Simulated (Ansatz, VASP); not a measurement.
## RbBr: VASP beside Ansatz

```
CELL_PARAMETERS angstrom
4.08095 0.00000 0.00000
0.00000 4.08095 0.00000
0.00000 0.00000 4.19290
ATOMIC_POSITIONS crystal
Rb 0.97686 0.00000 0.00000
Br 0.52476 0.50000 0.50000
```

Change from the starting cell: mode 4 frozen in at -0.104 Å, equal normal strain along x and y -0.0267.

Alike in both runs: task single point; functional PBE; k mesh 6 × 6 × 6; occupations gaussian, width 0.05 eV; no spin polarisation.

|  | VASP | Ansatz |
| --- | --- | --- |
| version | VASP 6.6.1 | Ansatz 0.2.0 |
| potentials or method | VASP PAW PBE potentials, release 64 (Rb_sv, Br), cutoff 520 eV | scalar-relativistic, plane waves, PAW |
| valence electrons in the cell | 16 | 16 |

|  | VASP | Ansatz | Ansatz less VASP |
| --- | --- | --- | --- |
| gap on the k mesh at the Fermi level (eV) | 4.06 | 4.06 | +0.002 |
| least direct gap on the mesh (eV) | 4.21 | 4.21 | +0.001 |
| pressure (GPa) | 1.1 | 1.1 | -0.04 |
| traceless stress, the component that is largest in VASP (GPa) | -0.50 | -0.50 | 0.000 |
| rms of the force components (eV/Å) | 0.096 | 0.095 | -0.0012 |

Atom by atom the forces differ by 0.001 eV/Å (rms over components).
